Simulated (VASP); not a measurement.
# Cd (R-3m) in VASP: a series of runs

Cd is run at these levels: LDA; tasks: single point.

Program: VASP 6.6.1. These are calculated values, not measurements. Logs are shortened: lines on timing, memory, paths and dates and some standing lists are left out, and cuts for length are marked.

**1. The cell of the first run**

It takes space group R-3m (No. 166, trigonal). Conventional cell: a = 3.227 Å, b = 3.227 Å, c = 7.372 Å, α = 90.00°, β = 90.00°, γ = 120.00°. Within 4.1 Å of Cd (site symmetry -3m) lie 12 Cd at 3.08 to 3.23 Å.

**2. Single point, LDA**

Input file INCAR:

```
  PREC = Accurate
  ENCUT = 520
  EDIFF = 1E-6
  ISMEAR = -1
  SIGMA = 0.02
  LREAL = F
  LASPH = T
  NELM = 60
  ALGO = Normal
  ISIF = 2
  LWAVE = F
  LCHARG = F
  GGA = CA
  NBANDS = 12
```

Input file KPOINTS:

```
Automatic mesh
0
Gamma
  9 9 9
```

Input file POSCAR:

```
Cd
1.0
    1.6133714788      0.9314804550      2.4574246373
   -1.6133714788      0.9314804550      2.4574246373
    0.0000000000     -1.8629609199      2.4574246373
Cd
1
Direct
    0.0000000000      0.0000000000      0.0000000000
```

Potentials or basis: VASP PAW LDA potentials, release 64 (Cd).

Launch:

```sh
cat potpaw_LDA.64/Cd/POTCAR > POTCAR
mpirun -np 1 vasp_std > vasp.out
```

OUTCAR:

```text
PREC = Accurate
   ENCUT = 520
   EDIFF = 1E-6
   ISMEAR = -1
   LREAL = F
   LASPH = T
   NELM = 60
   ISIF = 2
   GGA = CA

 ion  position               nearest neighbor table
   1  0.000  0.000  0.000-

  LATTYP: Found a trigonal (rhomboedric) cell.
 ALAT       =     3.0837573210
 COS(alpha) =     0.4525576907

  Lattice vectors:

 A1 = (   1.6133714788,   0.9314804550,   2.4574246373)
 A2 = (  -1.6133714788,   0.9314804550,   2.4574246373)
 A3 = (   0.0000000000,  -1.8629609199,   2.4574246373)

Analysis of symmetry for initial positions (statically):
=====================================================================
 Subroutine PRICEL returns:
 Original cell was already a primitive cell.

 Routine SETGRP: Setting up the symmetry group for a
 trigonal (rhombohedral) supercell.

 Subroutine GETGRP returns: Found 12 space group operations
 (whereof 12 operations were pure point group operations)
 out of a pool of 12 trial point group operations.

The static configuration has the point symmetry D_3d.

Analysis of symmetry for dynamics (positions and initial velocities):
=====================================================================
 Subroutine PRICEL returns:
 Original cell was already a primitive cell.

 Routine SETGRP: Setting up the symmetry group for a
 trigonal (rhombohedral) supercell.

 Subroutine GETGRP returns: Found 12 space group operations
 (whereof 12 operations were pure point group operations)
 out of a pool of 12 trial point group operations.

The dynamic configuration has the point symmetry D_3d.

 Subroutine INISYM returns: Found 12 space group operations
 (whereof 12 operations are pure point group operations),
 and found     1 'primitive' translations

----------------------------------------------------------------------------------------

                                     Primitive cell

  volume of cell :      22.1585

  direct lattice vectors                    reciprocal lattice vectors
     1.613371479  0.931480455  2.457424637     0.309910028  0.178926638  0.135643360
    -1.613371479  0.931480455  2.457424637    -0.309910028  0.178926638  0.135643360
     0.000000000 -1.862960920  2.457424637     0.000000000 -0.357853276  0.135643359

  length of vectors
     3.083757321  3.083757321  3.083757325     0.382698430  0.382698430  0.382698429

  position of ions in fractional coordinates (direct lattice)
     0.000000000  0.000000000  0.000000000

  ion indices of the primitive-cell ions
   primitive index   ion index
                 1           1

----------------------------------------------------------------------------------------

 KPOINTS: Automatic mesh

Automatic generation of k-mesh.
 Grid dimensions read from file:
 generate k-points for:    9    9    9

 Generating k-lattice:

  Cartesian coordinates                     Fractional coordinates (reciprocal lattice)
     0.034434448  0.019880738  0.015071484     0.111111111 -0.000000000  0.000000000
    -0.034434448  0.019880738  0.015071484    -0.000000000  0.111111111  0.000000000
     0.000000000 -0.039761475  0.015071484     0.000000000  0.000000000  0.111111111

  Length of vectors
     0.042522048  0.042522048  0.042522048

  Shift w.r.t. Gamma in fractional coordinates (k-lattice)
     0.000000000  0.000000000  0.000000000

 Subroutine IBZKPT returns following result:
 ===========================================

 Found     85 irreducible k-points:

 Following reciprocal coordinates:
            Coordinates               Weight
  0.000000  0.000000  0.000000      1.000000
  0.111111  0.000000  0.000000      6.000000
  0.222222  0.000000  0.000000      6.000000
  0.333333  0.000000  0.000000      6.000000
  0.444444  0.000000  0.000000      6.000000
  0.111111  0.111111  0.000000      6.000000
[... 16 lines left out ...]
 -0.333333  0.333333  0.000000      6.000000
  0.444444  0.444444  0.000000      6.000000
 [... further k-points ...]
   k-points           NKPTS =     85   k-points in BZ     NKDIM =     85   number of bands    NBANDS=     12
   number of dos      NEDOS =    301   number of ions     NIONS =      1
   total plane-waves  NPLWV =  13824
   dimension x,y,z NGX =    24 NGY =   24 NGZ =   24
   dimension x,y,z NGXF=    48 NGYF=   48 NGZF=   48
   ions per type =               1
   NGX,Y,Z   is equivalent  to a cutoff of  12.94, 12.94, 12.94 a.u.
   NGXF,Y,Z  is equivalent  to a cutoff of  25.88, 25.88, 25.88 a.u.
 SYSTEM =  unknown system
   PREC   = accura    normal or accurate (medium, high low for compatibility)
   ISTART =      0    job   : 0-new  1-cont  2-samecut
   ICHARG =      2    charge: 1-file 2-atom 10-const
   ISPIN  =      1    spin polarized calculation?
   LNONCOLLINEAR =      F non collinear calculations
   LSORBIT =      F    spin-orbit coupling
   LASPH  =      T    aspherical Exc in radial PAW
   ENCUT  =  520.0 eV  38.22 Ry    6.18 a.u.   5.73  5.73  5.73*2*pi/ulx,y,z
   NELM   =     60;   NELMIN=  2; NELMDL= -5     # of ELM steps
   EDIFF  = 0.1E-05   stopping-criterion for ELM
   LREAL  =      F    real-space projection
   EDIFFG = 0.1E-04   stopping-criterion for IOM
   NSW    =      0    number of steps for IOM
   IBRION =     -1    ionic relax: 0-MD 1-quasi-New 2-CG
   NFREE  =      0    steps in history (QN), initial steepest desc. (CG)
   ISIF   =      2    stress and relaxation
   ISYM   =      2    0-nonsym 1-usesym 2-fastsym
   POTIM  = 0.5000    time-step for ionic-motion
   TEBEG  =    0.0;   TEEND  =   0.0 temperature during run
   PSTRESS=    0.0 pullay stress
   NELECT =      12.0000    total number of electrons
   NUPDOWN=      -1.0000    fix difference up-down
   EMIN   =  10.00;   EMAX   =-10.00  energy-range for DOS
   EFERMI =   0.00;   METHOD = LEGACY
   ISMEAR =    -1;   SIGMA  =   0.02  broadening in eV -4-tet -1-fermi 0-gaus
   EFERMI_NEDOS =   21; number of points for ismear=-14 and -15
   IALGO  =     38    algorithm
   IMIX   =      4    mixing-type and parameters
     AMIX     =   0.40;   BMIX     =  1.00
     AMIX_MAG =   1.60;   BMIX_MAG =  1.00
  volume/ion in A,a.u.               =      22.16       149.53
  Fermi-wavevector in a.u.,A,eV,Ry     =   1.334408  2.521666 24.227151  1.780645
  Thomas-Fermi vector in A             =   2.463192
   LORBIT       =      0    0 simple, 1 ext, 2 COOP (PROOUT), +10 PAW based schemes
   GGA     = CA    functional components
   LHFCALC =     F    Hartree Fock is set to
   AEXX    =    0.0000 exact exchange contribution
   IVDW    =     0    specifies the selected vdW correction
   LEPSILON=     F    determine dielectric tensor
   LRPA    =     F    only Hartree local field effects (RPA)
 non-spin polarized calculation
  energy-cutoff  :      520.00
  volume of cell :       22.16
 maximum number of plane-waves:       608
   NGX = 11   NGY = 11   NGZ = 11

 number of electron      11.9999997 magnetization

 Free energy of the ion-electron system (eV)
  ---------------------------------------------------
  ext. energy  EPLUGINS =         0.00000000
  ---------------------------------------------------
  free energy    TOTEN  =        -1.46992482 eV

  energy without entropy =       -1.46977646  energy(sigma->0) =       -1.46985064

 E-fermi :   2.5149     XC(G=0): -11.2413

 val. band max:        2.4550226034   @ k =  -0.3333   0.2222   0.2222
 cond. band min:       2.5989160659   @ k =  -0.3333   0.4444   0.3333
 fundamental gap:      0.1438934625
 Fermi energy:         2.5149266938

 k-point     1 :       0.0000    0.0000    0.0000
  band No.  band energies     occupation
      1      -6.6569      2.00000
      2      -6.6569      2.00000
      3      -6.4535      2.00000
      4      -6.2059      2.00000
      5      -6.0980      2.00000
      6      -6.0980      2.00000
      7      15.9743      0.00000
      8      16.4258      0.00000
      9      16.4258      0.00000
     10      19.2872      0.00000
     11      20.0264      0.00000
     12      20.0264      0.00000

 k-point     2 :       0.1111    0.0000    0.0000
  band No.  band energies     occupation
      1      -6.6783      2.00000
      2      -6.6294      2.00000
      3      -6.4090      2.00000
      4      -6.1048      2.00000
      5      -6.1020      2.00000
      6      -5.8912      2.00000
      7      13.3100      0.00000
      8      16.0623      0.00000
      9      16.1269      0.00000
     10      18.7241      0.00000
     11      20.6863      0.00000
     12      20.7816      0.00000

 k-point     3 :       0.2222    0.0000    0.0000
  band No.  band energies     occupation
      1      -6.8005      2.00000
      2      -6.6016      2.00000
      3      -6.3448      2.00000
      4      -6.0658      2.00000
      5      -6.0470      2.00000
      6      -4.8919      2.00000
      7       9.2145      0.00000
      8      15.5743      0.00000
      9      15.8134      0.00000
     10      17.8739      0.00000
     11      20.5381      0.00000
     12      20.8344      0.00000

 k-point     4 :       0.3333    0.0000    0.0000
  band No.  band energies     occupation
      1      -6.9524      2.00000
      2      -6.6354      2.00000
      3      -6.3743      2.00000
      4      -5.9505      2.00000
      5      -5.8672      2.00000
      6      -3.2251      2.00000
      7       5.3844      0.00000
      8      15.0777      0.00000
      9      15.3540      0.00000
     10      17.0093      0.00000
     11      19.4913      0.00000
     12      19.8754      0.00000

 k-point     5 :       0.4444    0.0000    0.0000
  band No.  band energies     occupation
      1      -7.0509      2.00000
      2      -6.6793      2.00000
      3      -6.4129      2.00000
      4      -5.8480      2.00000
      5      -5.7243      2.00000
      6      -0.9532      2.00000
      7       2.0133      2.00000
      8      14.7737      0.00000
      9      14.9958      0.00000
     10      16.4768      0.00000
     11      18.7843      0.00000
     12      19.3010      0.00000

 k-point     6 :       0.1111    0.1111    0.0000
  band No.  band energies     occupation
      1      -6.6897      2.00000
      2      -6.5538      2.00000
      3      -6.3911      2.00000
      4      -6.2228      2.00000
      5      -6.0627      2.00000
      6      -5.7629      2.00000
      7      14.4704      0.00000
      8      15.0364      0.00000
      9      15.2011      0.00000
     10      17.4912      0.00000
     11      19.8492      0.00000
     12      21.6505      0.00000

 k-point     7 :       0.2222    0.1111    0.0000
  band No.  band energies     occupation
      1      -6.7624      2.00000
      2      -6.5148      2.00000
      3      -6.3000      2.00000
      4      -6.2861      2.00000
      5      -6.0054      2.00000
      6      -4.9717      2.00000
      7      10.6880      0.00000
      8      14.2217      0.00000
      9      16.4928      0.00000
     10      16.8728      0.00000
     11      17.3286      0.00000
     12      21.5981      0.00000

 k-point     8 :       0.3333    0.1111    0.0000
  band No.  band energies     occupation
      1      -6.8786      2.00000
      2      -6.5761      2.00000
      3      -6.3031      2.00000
      4      -6.1885      2.00000
      5      -5.8589      2.00000
      6      -3.4968      2.00000
      7       6.7632      0.00000
      8      13.7124      0.00000
      9      14.9254      0.00000
     10      15.9701      0.00000
     11      19.4001      0.00000
     12      21.1834      0.00000
[... 166 lines left out ...]
 k-point    20 :       0.3333    0.3333    0.0000
  band No.  band energies     occupation
      1      -7.0540      2.00000
      2      -6.8593      2.00000
      3      -5.9380      2.00000
      4      -5.8968      2.00000
      5      -5.8522      2.00000
      6      -2.2259      2.00000
      7       9.3074      0.00000
      8       9.7285      0.00000
      9      11.1388      0.00000
     10      13.2084      0.00000
     11      14.7226      0.00000
     12      27.3374      0.00000

 k-point    21 :       0.4444    0.3333    0.0000
  band No.  band energies     occupation
      1      -7.1022      2.00000
      2      -6.9208      2.00000
      3      -5.9223      2.00000
      4      -5.8813      2.00000
      5      -5.7174      2.00000
      6      -0.5826      2.00000
      7       6.7108      0.00000
      8       7.7600      0.00000
      9      10.7349      0.00000
     10      14.5398      0.00000
     11      14.9965      0.00000
     12      26.3324      0.00000

 k-point    22 :      -0.4444    0.3333   -0.0000
  band No.  band energies     occupation
      1      -7.0673      2.00000
      2      -6.7950      2.00000
      3      -6.0301      2.00000
      4      -5.9578      2.00000
      5      -5.7317      2.00000
      6       1.6721      2.00000
      7       3.9485      0.00000
      8       5.9599      0.00000
      9      11.1066      0.00000
     10      14.6187      0.00000
     11      18.2659      0.00000
     12      25.1539      0.00000

 k-point    23 :      -0.3333    0.3333    0.0000
  band No.  band energies     occupation
      1      -6.9588      2.00000
      2      -6.5406      2.00000
      3      -6.2713      2.00000
      4      -6.0433      2.00000
      5      -5.8593      2.00000
      6       1.3910      2.00000
      7       4.2238      0.00000
      8       5.1742      0.00000
      9      12.2216      0.00000
     10      14.9830      0.00000
     11      22.0835      0.00000
     12      24.0435      0.00000

 k-point    24 :       0.4444    0.4444    0.0000
  band No.  band energies     occupation
      1      -7.1878      2.00000
      2      -7.0796      2.00000
      3      -5.8109      2.00000
      4      -5.6930      2.00000
      5      -5.6534      2.00000
      6       0.6588      2.00000
      7       4.9951      0.00000
      8       8.5737      0.00000
      9      10.0721      0.00000
     10      12.8450      0.00000
     11      14.3471      0.00000
     12      28.5456      0.00000

 [... further k-points ...]
[... 5 lines left out ...]
  --------------------------------------------------------------------------------------
  -------------------------------------------------------------------------------------
  Total       -0.5988137     -0.5988137     -0.7442227      0.0000000      0.0000000      0.0000000
  in kB      -43.2974918    -43.2974918    -53.8113529      0.0000000      0.0000001      0.0000000
  external PRESSURE =     -46.8021121 kB  Pullay stress =       0.0000000 kB

 VOLUME and BASIS-vectors are now :
 -----------------------------------------------------------------------------
  energy-cutoff  :      520.00
  volume of cell :       22.16
      direct lattice vectors                 reciprocal lattice vectors
     1.613371479  0.931480455  2.457424637     0.309910028  0.178926638  0.135643360
    -1.613371479  0.931480455  2.457424637    -0.309910028  0.178926638  0.135643360
     0.000000000 -1.862960920  2.457424637     0.000000000 -0.357853276  0.135643359

 POSITION                                       TOTAL-FORCE (eV/Angst)
 -----------------------------------------------------------------------------------
      0.00000      0.00000      0.00000        -0.000000     -0.000000      0.000000
 -----------------------------------------------------------------------------------
    total drift:                                0.000000     -0.000000      0.000000

  FREE ENERGIE OF THE ION-ELECTRON SYSTEM (eV)
  ---------------------------------------------------
  free  energy   TOTEN  =        -1.4699248181 eV

  energy  without entropy=       -1.4697764628  energy(sigma->0) =       -1.46985064
```

Wall time 8.3 s (1 thread of Intel Xeon Platinum 8488C (Sapphire Rapids), shared host); peak memory 0.14 GiB.

Results:

| Property | Result |
| --- | --- |
| Free energy | -1.4699 eV |
| Pressure | -4.7 GPa |
| Band gap on the k mesh | zero (band 6 reaches 3.15 eV, above the bottom of band 7 at 1.18 eV) |

(Continued in part 2 of 2.)
